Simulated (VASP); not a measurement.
**GaSb: single point with B3LYP**

The system is GaSb.

```xyz
2
Lattice="0.0000 3.0793 3.0793 3.0793 0.0000 3.0793 3.0793 3.0793 0.0000" Properties=species:S:1:pos:R:3 pbc="T T T"
Sb    4.6189    4.6189    4.6189
Ga    0.0000    0.0000    0.0000
```

```yaml
Program: VASP 6.6.1
Task: single point
Functional: B3LYP
Potentials_or_basis: VASP PAW PBE potentials, release 64 (Sb_d_GW, Ga_d)
Cutoff: 400 eV
k_mesh: 4 × 4 × 4
Occupations: fermi-dirac, width 0.05 eV
Spin: no spin polarisation
Dipole_correction: no
Grid_for_exact_exchange_PRECFOCK: Normal
Further_INCAR_settings: ALGO = Normal; EDIFF = 1e-06; NBANDS = 21
Share_of_exact_exchange: 0.2
```

The pressure is 1.9 GPa and the band gap on the k mesh is 0.90 eV.

Levels at points of the mesh, in eV from the valence-band top:
| k point | band 12 | band 13 | band 14 | band 15 | band 16 | band 17 |
| --- | --- | --- | --- | --- | --- | --- |
| (0.00, 0.00, 0.00) | 0.00 | 0.00 | 0.00 | 0.90 | 3.93 | 3.93 |
| (0.50, 0.00, 0.00) | -6.76 | -1.20 | -1.20 | 1.40 | 4.97 | 4.97 |
| (0.50, 0.50, 0.00) | -7.28 | -2.67 | -2.67 | 2.01 | 2.42 | 10.06 |

Wall time 7.7 min on 1 thread of Intel(R) Xeon(R) 6975P-C (Granite Rapids), on a shared host, peak memory 0.19 GiB.

Caveat: the k points lie up to 0.44 Å⁻¹ apart; the PAW data sets were made with another functional, which shifts forces and pressure a little; spin-orbit coupling is left out, which moves the levels of the heavy elements. A k mesh can miss the band edges.
